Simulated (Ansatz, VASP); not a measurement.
**One calculation of Ba2SO, two programs**

Contents of INCAR:

```
  PREC = Accurate
  ENCUT = 520
  EDIFF = 1E-6
  ISMEAR = 0
  SIGMA = 0.01
  LREAL = F
  LASPH = T
  NELM = 60
  ALGO = Normal
  ISIF = 2
  LWAVE = F
  LCHARG = F
  GGA = PE
  NBANDS = 24
```

The input KPOINTS:

```
regular mesh
0
Gamma
  6 6 4
```

File POSCAR:

```
Ba2SO
1.0
    4.3880171123      0.0000000000      0.0000000000
    0.0000000000      4.3880171123      0.0000000000
    0.0000000000      0.0000000000      6.2116234591
O Ba S
1 2 1
Direct
    0.0000000000      0.0000000000      0.0000000000
    0.0000000000      0.0000000000      0.5000000000
    0.5000000000      0.5000000000      0.0000000000
    0.5000000000      0.5000000000      0.5000000000
```

Input for Ansatz:

```yaml
crystal:
  lattice:
    - [4.3880171123, 0.0, 0.0]
    - [0.0, 4.3880171123, 0.0]
    - [0.0, 0.0, 6.2116234591]
  atoms:
    - { symbol: O, position: [0.0, 0.0, 0.0] }
    - { symbol: Ba, position: [0.0, 0.0, 0.5] }
    - { symbol: S, position: [0.5, 0.5, 0.5] }
    - { symbol: Ba, position: [0.5, 0.5, 0.0] }
kpoints:
  mp_grid: { grid: [6, 6, 4] }
hamiltonian:
  xc: pbe
scf:
  occupations: { method: fixed }
  n_extra_bands: 5
output:
  forces: true
  stress: true
  eigenvalues: true
```

Alike in both runs: task single point; functional PBE; k mesh 6 × 6 × 4; no spin polarisation.

|  | VASP | Ansatz |
| --- | --- | --- |
| version | VASP 6.6.1 | Ansatz 0.2.0 |
| potentials or method | VASP PAW PBE potentials, release 64 (O, Ba_sv, S) | plane waves, PAW |
| plane-wave cutoff (eV) | 520 | 420 |
| occupations | gaussian, width 0.01 eV | fixed |
| valence electrons in the cell | 32 | 32 |

VASP gave:

- gap on the k mesh at the Fermi level (eV): 1.62
- pressure (GPa): -1.9

Q: What did Ansatz give for the same quantities?

A: gap on the k mesh at the Fermi level (eV): 1.69; pressure (GPa): -2.5.

Spin-orbit coupling is off throughout.
